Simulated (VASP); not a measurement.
Input of a VASP 6.6.1 run:

Contents of INCAR:

```
PREC = Accurate
ENCUT = 520
EDIFF = 1E-6
ISMEAR = 0
SIGMA = 0.1
LREAL = F
LASPH = T
NELM = 100
ALGO = Normal
ISIF = 2
LWAVE = F
LCHARG = T
GGA = PE
LELF = T
LVHAR = T
NBANDS = 22
```

Contents of KPOINTS:

```
Automatic mesh
0
Gamma
  8 8 8
```

The input POSCAR:

```
SbS4
1.0
   -3.0904270626      3.0904270626      3.0904270626
    3.0904270626     -3.0904270626      3.0904270626
    3.0904270626      3.0904270626     -3.0904270626
Sb S
1 4
Direct
    0.0000000000      0.0000000000      0.0000000000
    0.5000000000      0.5000000000      0.5000000000
    0.0000000000      0.0000000000      0.5000000000
    0.0000000000      0.5000000000      0.0000000000
    0.5000000000      0.0000000000      0.0000000000
```

Potentials or basis: VASP PAW PBE potentials, release 64 (Sb, S).

The run is started by

```console
$ cat potpaw_PBE.64/Sb/POTCAR potpaw_PBE.64/S/POTCAR > POTCAR
$ mpirun -np 1 vasp_std > vasp.out
```

Task: Predict the pressure.

Result: -0.2 GPa.
